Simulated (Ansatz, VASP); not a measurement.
**HfO2: VASP beside Ansatz**

```xyz
6
Lattice="3.7378 0.0000 0.0000 0.0000 3.7378 0.0000 0.0000 0.0000 5.1246" Properties=species:S:1:pos:R:3 pbc="T T T"
Hf    1.8689    1.8689    2.5623
Hf    0.0000    0.0000    0.0000
O     0.0000    1.8689    3.5298
O     1.8689    0.0000    4.1570
O     1.8689    0.0000    1.5947
O     0.0000    1.8689    0.9675
```

Alike in both runs: task single point; functional r2SCAN; k mesh 6 × 6 × 6; occupations gaussian, width 0.02 eV; no spin polarisation.

|  | VASP | Ansatz |
| --- | --- | --- |
| version | VASP 6.6.1 | Ansatz 0.2.0 |
| potentials or method | VASP PAW PBE potentials, release 64 (Hf_pv, O), cutoff 520 eV | scalar-relativistic, plane waves, PAW |
| valence electrons in the cell | 44 | 76 |

```tsv
	VASP	Ansatz	Ansatz less VASP
gap on the k mesh at the Fermi level (eV)	4.32	4.36	+0.043
least direct gap on the mesh (eV)	4.37	4.41	+0.041
pressure (GPa)	-18.9	-15.8	+3.03
traceless stress, the component that is largest in VASP (GPa)	16.29	15.83	-0.456
rms of the force components (eV/Å)	0.031	0.000	-0.0314
```

VASP's potentials were made for PBE, not for r2SCAN. Atom by atom the forces differ by 0.031 eV/Å (rms over components). VASP's potentials hold 44 valence electrons a cell and Ansatz's 76, so a difference there can come from the potentials and not from the codes.

Spin-orbit coupling is off throughout.
